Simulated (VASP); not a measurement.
# MgO (Fm-3m) in VASP: further runs, part 2 of 2

VASP 6.6.1. Earlier steps stand in the parts before.

### Step 5. Single point, BLYP (volume scaled by 1.04)

The input, INCAR:

```
SYSTEM = MgO
PREC = Accurate
ENCUT = 520
EDIFF = 1E-7
ISMEAR = 0
SIGMA = 0.05
LREAL = .FALSE.
LASPH = .TRUE.
NELM = 100
ALGO = Normal
ISIF = 2
LWAVE = .FALSE.
LCHARG = .FALSE.
GGA = B5
ALDAX = 1.0
AGGAX = 1.0
AGGAC = 1.0
ALDAC = 0.0
NBANDS = 11
```

The input, KPOINTS:

```
Automatic mesh
0
G
  10 10 10
  0 0 0
```

The input, POSCAR:

```
MgO
1.0
    0.0000000000      2.1647694267      2.1647694267
    2.1647694267      0.0000000000      2.1647694267
    2.1647694267      2.1647694267      0.0000000000
Mg O
1 1
Direct
    0.0000000000      0.0000000000      0.0000000000
    0.5000000000      0.5000000000      0.5000000000
```

Potentials or basis: VASP PAW PBE potentials, release 64 (Mg, O).

On the command line:

```bash
$ cat potpaw_PBE.64/Mg/POTCAR potpaw_PBE.64/O/POTCAR > POTCAR
$ mpirun -np 1 vasp_std > vasp.out
```

OUTCAR:

```text
SYSTEM = MgO
   PREC = Accurate
   ENCUT = 520
   EDIFF = 1E-7
   ISMEAR = 0
   LREAL = .FALSE.
   LASPH = .TRUE.
   NELM = 100
   ISIF = 2
   GGA = B5

 ion  position               nearest neighbor table
   1  0.000  0.000  0.000-   2 2.16   2 2.16   2 2.16   2 2.16   2 2.16   2 2.16
   2  0.500  0.500  0.500-   1 2.16   1 2.16   1 2.16   1 2.16   1 2.16   1 2.16

  LATTYP: Found a face centered cubic cell.
 ALAT       =     4.3295388534

  Lattice vectors:

 A1 = (   0.0000000000,   2.1647694267,   2.1647694267)
 A2 = (   2.1647694267,   0.0000000000,   2.1647694267)
 A3 = (   2.1647694267,   2.1647694267,   0.0000000000)

Analysis of symmetry for initial positions (statically):
=====================================================================
 Subroutine PRICEL returns:
 Original cell was already a primitive cell.

 Routine SETGRP: Setting up the symmetry group for a
 face centered cubic supercell.

 Subroutine GETGRP returns: Found 48 space group operations
 (whereof 48 operations were pure point group operations)
 out of a pool of 48 trial point group operations.

The static configuration has the point symmetry O_h .

Analysis of symmetry for dynamics (positions and initial velocities):
=====================================================================
 Subroutine PRICEL returns:
 Original cell was already a primitive cell.

 Routine SETGRP: Setting up the symmetry group for a
 face centered cubic supercell.

 Subroutine GETGRP returns: Found 48 space group operations
 (whereof 48 operations were pure point group operations)
 out of a pool of 48 trial point group operations.

The dynamic configuration has the point symmetry O_h .

 Subroutine INISYM returns: Found 48 space group operations
 (whereof 48 operations are pure point group operations),
 and found     1 'primitive' translations

----------------------------------------------------------------------------------------

                                     Primitive cell

  volume of cell :      20.2892

  direct lattice vectors                    reciprocal lattice vectors
     0.000000000  2.164769427  2.164769427    -0.230971481  0.230971481  0.230971481
     2.164769427  0.000000000  2.164769427     0.230971481 -0.230971481  0.230971481
     2.164769427  2.164769427  0.000000000     0.230971481  0.230971481 -0.230971481

  length of vectors
     3.061446283  3.061446283  3.061446283     0.400054340  0.400054340  0.400054340

  position of ions in fractional coordinates (direct lattice)
     0.000000000  0.000000000  0.000000000
     0.500000000  0.500000000  0.500000000

  ion indices of the primitive-cell ions
   primitive index   ion index
                 1           1
                 2           2

----------------------------------------------------------------------------------------

 KPOINTS: Automatic mesh

Automatic generation of k-mesh.
 Grid dimensions read from file:
 generate k-points for:   10   10   10

 Generating k-lattice:

  Cartesian coordinates                     Fractional coordinates (reciprocal lattice)
    -0.023097148  0.023097148  0.023097148     0.100000000  0.000000000  0.000000000
     0.023097148 -0.023097148  0.023097148     0.000000000  0.100000000  0.000000000
     0.023097148  0.023097148 -0.023097148     0.000000000  0.000000000  0.100000000

  Length of vectors
     0.040005434  0.040005434  0.040005434

  Shift w.r.t. Gamma in fractional coordinates (k-lattice)
     0.000000000  0.000000000  0.000000000

 Subroutine IBZKPT returns following result:
 ===========================================

 Found     47 irreducible k-points:

 Following reciprocal coordinates:
            Coordinates               Weight
  0.000000  0.000000  0.000000      1.000000
  0.100000  0.000000  0.000000      8.000000
  0.200000  0.000000  0.000000      8.000000
  0.300000  0.000000  0.000000      8.000000
  0.400000  0.000000  0.000000      8.000000
  0.500000  0.000000  0.000000      4.000000
[... 16 lines left out ...]
  0.300000  0.300000  0.000000      6.000000
  0.400000  0.300000  0.000000     24.000000
 [... further k-points ...]
   k-points           NKPTS =     47   k-points in BZ     NKDIM =     47   number of bands    NBANDS=     11
   number of dos      NEDOS =    301   number of ions     NIONS =      2
   total plane-waves  NPLWV =  13824
   dimension x,y,z NGX =    24 NGY =   24 NGZ =   24
   dimension x,y,z NGXF=    48 NGYF=   48 NGZF=   48
   ions per type =               1   1
   NGX,Y,Z   is equivalent  to a cutoff of  13.03, 13.03, 13.03 a.u.
   NGXF,Y,Z  is equivalent  to a cutoff of  26.07, 26.07, 26.07 a.u.
 SYSTEM =  MgO
   PREC   = accura    normal or accurate (medium, high low for compatibility)
   ISTART =      0    job   : 0-new  1-cont  2-samecut
   ICHARG =      2    charge: 1-file 2-atom 10-const
   ISPIN  =      1    spin polarized calculation?
   LNONCOLLINEAR =      F non collinear calculations
   LSORBIT =      F    spin-orbit coupling
   LASPH  =      T    aspherical Exc in radial PAW
   ENCUT  =  520.0 eV  38.22 Ry    6.18 a.u.   5.69  5.69  5.69*2*pi/ulx,y,z
   NELM   =    100;   NELMIN=  2; NELMDL= -5     # of ELM steps
   EDIFF  = 0.1E-06   stopping-criterion for ELM
   LREAL  =      F    real-space projection
   EDIFFG = 0.1E-05   stopping-criterion for IOM
   NSW    =      0    number of steps for IOM
   IBRION =     -1    ionic relax: 0-MD 1-quasi-New 2-CG
   NFREE  =      0    steps in history (QN), initial steepest desc. (CG)
   ISIF   =      2    stress and relaxation
   ISYM   =      2    0-nonsym 1-usesym 2-fastsym
   POTIM  = 0.5000    time-step for ionic-motion
   TEBEG  =    0.0;   TEEND  =   0.0 temperature during run
   PSTRESS=    0.0 pullay stress
   NELECT =       8.0000    total number of electrons
   NUPDOWN=      -1.0000    fix difference up-down
   EMIN   =  10.00;   EMAX   =-10.00  energy-range for DOS
   EFERMI =   0.00;   METHOD = LEGACY
   ISMEAR =     0;   SIGMA  =   0.05  broadening in eV -4-tet -1-fermi 0-gaus
   EFERMI_NEDOS =   21; number of points for ismear=-14 and -15
   IALGO  =     38    algorithm
   IMIX   =      4    mixing-type and parameters
     AMIX     =   0.40;   BMIX     =  1.00
     AMIX_MAG =   1.60;   BMIX_MAG =  1.00
  volume/ion in A,a.u.               =      10.14        68.46
  Fermi-wavevector in a.u.,A,eV,Ry     =   1.200466  2.268552 19.607608  1.441119
  Thomas-Fermi vector in A             =   2.336301
   LORBIT       =      0    0 simple, 1 ext, 2 COOP (PROOUT), +10 PAW based schemes
   GGA     = B5    functional components
   LHFCALC =     F    Hartree Fock is set to
   AEXX    =    0.0000 exact exchange contribution
   IVDW    =     0    specifies the selected vdW correction
   LEPSILON=     F    determine dielectric tensor
   LRPA    =     F    only Hartree local field effects (RPA)
 non-spin polarized calculation
 Gauss-broadening in eV      SIGMA  =   0.05
  energy-cutoff  :      520.00
  volume of cell :       20.29
 maximum number of plane-waves:       568
   NGX = 11   NGY = 11   NGZ = 11

 number of electron       7.9999996 magnetization

 Free energy of the ion-electron system (eV)
  ---------------------------------------------------
  ext. energy  EPLUGINS =         0.00000000
  ---------------------------------------------------
  free energy    TOTEN  =       -11.33590815 eV

  energy without entropy =      -11.33590815  energy(sigma->0) =      -11.33590815

 E-fermi :   3.1405     XC(G=0): -10.2154

 val. band max:        2.9078324858   @ k =   0.0000   0.0000   0.0000
 cond. band min:       7.1477544910   @ k =   0.0000   0.0000   0.0000
 fundamental gap:      4.2399220052
 Fermi energy:         3.1404961889

 k-point     1 :       0.0000    0.0000    0.0000
  band No.  band energies     occupation
      1     -13.8351      2.00000
      2       2.9078      2.00000
      3       2.9078      2.00000
      4       2.9078      2.00000
      5       7.1478      0.00000
      6      18.4190      0.00000
      7      18.4190      0.00000
      8      18.4190      0.00000
      9      22.6279      0.00000
     10      23.6461      0.00000
     11      23.6461      0.00000
[... 309 lines left out ...]
 k-point    24 :       0.4000    0.3000    0.0000
  band No.  band energies     occupation
      1     -12.7859      2.00000
      2      -0.3159      2.00000
      3       1.7438      2.00000
      4       1.9348      2.00000
      5      11.8176      0.00000
      6      13.2023      0.00000
      7      15.8049      0.00000
      8      20.1299      0.00000
      9      20.3333      0.00000
     10      26.7914      0.00000
     11      28.2059      0.00000

 [... further k-points ...]

------------------------ aborting loop because EDIFF is reached ----------------------------------------

  FORCE on cell =-STRESS in cart. coord.  units (eV):
  Direction    XX          YY          ZZ          XY          YZ          ZX
  --------------------------------------------------------------------------------------
  -------------------------------------------------------------------------------------
  Total       -0.7372735     -0.7372735     -0.7372735     -0.0000000      0.0000000     -0.0000000
  in kB      -58.2202759    -58.2202759    -58.2202759     -0.0000000      0.0000000     -0.0000000
  external PRESSURE =     -58.2202759 kB  Pullay stress =       0.0000000 kB

 VOLUME and BASIS-vectors are now :
 -----------------------------------------------------------------------------
  energy-cutoff  :      520.00
  volume of cell :       20.29
      direct lattice vectors                 reciprocal lattice vectors
     0.000000000  2.164769427  2.164769427    -0.230971481  0.230971481  0.230971481
     2.164769427  0.000000000  2.164769427     0.230971481 -0.230971481  0.230971481
     2.164769427  2.164769427  0.000000000     0.230971481  0.230971481 -0.230971481

 POSITION                                       TOTAL-FORCE (eV/Angst)
 -----------------------------------------------------------------------------------
      0.00000      0.00000      0.00000        -0.000000     -0.000000     -0.000000
      2.16477      2.16477      2.16477         0.000000      0.000000      0.000000
 -----------------------------------------------------------------------------------
    total drift:                               -0.000000     -0.000000      0.000000

  FREE ENERGIE OF THE ION-ELECTRON SYSTEM (eV)
  ---------------------------------------------------
  free  energy   TOTEN  =       -11.3359081525 eV

  energy  without entropy=      -11.3359081525  energy(sigma->0) =      -11.33590815
```

stdout:

```text
POSCAR found type information on POSCAR MgO
 POSCAR found :  2 types and       2 ions
 scaLAPACK will be used
 -----------------------------------------------------------------------------
|                                                                             |
|                                                                             |
|     You enforced a specific xc type in the INCAR file but a different       |
|     I HOPE YOU KNOW WHAT YOU ARE DOING!                                     |
|                                                                             |
 -----------------------------------------------------------------------------

 LDA part: xc-table for (Slater(with rela. corr.)+VWN5), standard interpolation
 POSCAR, INCAR and KPOINTS ok, starting setup
 FFT: planning ... GRIDC
 FFT: planning ... GRID_SOFT
 FFT: planning ... GRID
 WAVECAR not read
 entering main loop
```

Wall time 22 s (1 thread of Intel Xeon 8259CL, shared host); peak memory 0.14 GiB.

Results:

```
Free energy            : -11.3359 eV
Pressure               : -5.8 GPa
Band gap on the k mesh : 4.24 eV, direct
```

Caveat: the PAW data sets were made with another functional, which shifts forces and pressure a little.

### Step 6. Overview

| level | cell | gap on the mesh (eV) | pressure (GPa) |
| --- | --- | --- | --- |
| revPBE | a = 3.052 Å, angles 60.0°, 2 atoms | 4.13 | -3.5 |
| revPBE | a = 3.072 Å, angles 60.0°, 2 atoms | 3.96 | -5.9 |
| BLYP | a = 3.042 Å, angles 60.0°, 2 atoms | 4.42 | -3.3 |
| BLYP | a = 3.061 Å, angles 60.0°, 2 atoms | 4.24 | -5.8 |

Alike in all rows: task single point; potentials or basis VASP PAW PBE potentials, release 64 (Mg, O); no spin polarisation; k mesh 10 × 10 × 10; cutoff (eV) 520; smearing gaussian 0.05 eV.

Caveats: the PAW data sets were made with another functional, which shifts forces and pressure a little.

Absolute energies hang on the potentials; compare differences alone.
